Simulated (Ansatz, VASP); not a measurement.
## RbBr in VASP and in Ansatz

```xyz
4
Lattice="4.9016 0.0000 0.0000 -2.4508 4.2449 0.0000 0.0000 0.0000 8.5862" Properties=species:S:1:pos:R:3 pbc="T T T"
Rb    0.0000    0.0000    0.0000
Rb    0.0000    0.0000    4.2931
Br    0.0000    2.8299    2.1466
Br    2.4508    1.4150    6.4397
```

Alike in both runs: task single point; functional PBE; k mesh 6 × 6 × 4; no spin polarisation.

```csv
,VASP,Ansatz
version,VASP 6.6.1,Ansatz 0.2.0
potentials or method,"VASP PAW PBE potentials, release 64 (Rb_sv, Br)","plane waves, PAW"
plane-wave cutoff (eV),520,420
occupations,"gaussian, width 0.01 eV",fixed
valence electrons in the cell,32,32
```

|  | VASP | Ansatz | Ansatz less VASP |
| --- | --- | --- | --- |
| gap on the k mesh at the Fermi level (eV) | 4.06 | 4.07 | +0.002 |
| pressure (GPa) | -0.3 | -0.3 | -0.02 |
